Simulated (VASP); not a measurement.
## H6PtC2: single point with PBE

Crystal: H6PtC2.

```
H Pt C
1.0
     0.00000    2.93653    2.93653
     2.93653    0.00000    2.93653
     2.93653    2.93653    0.00000
H Pt C
6 1 2
Direct
  0.69104 0.30896 0.69104
  0.30896 0.30896 0.69104
  0.69104 0.69104 0.30896
  0.30896 0.69104 0.30896
  0.30896 0.69104 0.69104
  0.69104 0.30896 0.30896
  0.00000 0.00000 0.00000
  0.25000 0.25000 0.25000
  0.75000 0.75000 0.75000
```

| Item | Value |
| --- | --- |
| Program | VASP 6.6.1 |
| Task | single point |
| Functional | PBE |
| Potentials or basis | VASP PAW PBE potentials, release 64 (H, Pt, C) |
| Cutoff | 600 eV |
| k mesh | 12 × 12 × 12 |
| Occupations | gaussian, width 0.1 eV |
| Spin | no spin polarisation |

| Quantity | Value |
| --- | --- |
| Pressure | -0.1 GPa |
| Largest force | 0.004 eV/Å |
| Band gap on the k mesh | zero (band 12 reaches 7.39 eV, above the bottom of band 13 at 5.68 eV) |

Forces in eV/Å, atoms in the order of the input:
```
H    0.000 -0.004  0.000
H    0.000  0.000  0.004
H    0.000  0.000 -0.004
H    0.000  0.004  0.000
H   -0.004  0.000  0.000
H    0.004  0.000  0.000
Pt   0.000  0.000  0.000
C    0.000  0.000  0.000
C    0.000  0.000  0.000
```

Levels at points of the mesh, in eV from the Fermi level:
| k point | band 9 | band 10 | band 11 | band 12 | band 13 | band 14 | band 15 | band 16 |
| --- | --- | --- | --- | --- | --- | --- | --- | --- |
| (0.00, 0.00, 0.00) | -3.28 | -3.28 | -3.28 | -0.43 | -0.43 | -0.43 | 0.63 | 0.63 |
| (0.50, 0.00, 0.00) | -3.39 | -3.39 | -2.30 | 0.06 | 0.06 | 0.94 | 2.59 | 2.59 |
| (0.50, 0.50, 0.00) | -4.78 | -2.45 | -1.97 | -0.12 | 0.79 | 1.38 | 1.38 | 3.22 |

Run time: 89 s on 1 thread of Intel(R) Xeon(R) Platinum 8375C CPU @ 2.90GHz (Ice Lake), on a shared host, peak memory 0.26 GiB.

Caveat: spin-orbit coupling is left out, which moves the levels of the heavy elements.
